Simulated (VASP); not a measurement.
Wanted: the native input for a VASP 6.6.1 run.

```
Task                   : single point
Functional             : PBEsol
Potentials or basis    : VASP PAW PBE potentials, release 64 (Ca_sv, B)
Cutoff                 : 520 eV
k mesh                 : 15 × 15 × 12
Occupations            : gaussian, width 0.1 eV
Spin                   : no spin polarisation
Dipole correction      : no
Further INCAR settings : ALGO = Normal; EDIFF = 1e-07; NBANDS = 15
```

The structure of CaB2 lies in POSCAR:

```
CaB2
1.0
    3.6440441021      0.0000000000      0.0000000000
   -1.8220220510      3.1558347649      0.0000000000
    0.0000000000      0.0000000000      3.7966803961
Ca B
1 2
Direct
    0.0000000000      0.0000000000      0.0000000000
    0.3333333300      0.6666666700      0.5000000000
    0.6666666700      0.3333333300      0.5000000000
```

This cell differs from its parent crystal: Ga replaced by B, lengths x 0.891, strained.

These files were run (other wordings do the same):

INCAR

```
SYSTEM = CaB2
PREC = Accurate
ENCUT = 520
EDIFF = 1E-7
ISMEAR = 0
SIGMA = 0.1
LREAL = .False.
LASPH = .True.
NELM = 100
ALGO = Normal
ISIF = 2
LWAVE = .False.
LCHARG = .True.
GGA = PS
LELF = .True.
LVHAR = .True.
NBANDS = 15
```

KPOINTS

```
regular mesh
0
Gamma
  15 15 12
  0 0 0
```

Potentials or basis: VASP PAW PBE potentials, release 64 (Ca_sv, B).

Command:

```bash
$ cat potpaw_PBE.64/Ca_sv/POTCAR potpaw_PBE.64/B/POTCAR > POTCAR
$ mpirun -np 1 vasp_std > vasp.out
```

It gave:

```yaml
Pressure: -17.5 GPa
Band_gap_on_the_k_mesh: zero (band 8 reaches 4.21 eV, above the bottom of band 9 at 2.63 eV)
```

Caveat: the cell differs from its parent crystal (Ga replaced by B, lengths x 0.891, strained); the PAW data sets were made with another functional, which shifts forces and pressure a little.

Wall time 110 s on 1 thread of Intel(R) Xeon(R) Platinum 8259CL CPU @ 2.50GHz (Skylake/Cascade Lake), with other jobs on the host, peak memory 0.25 GiB.
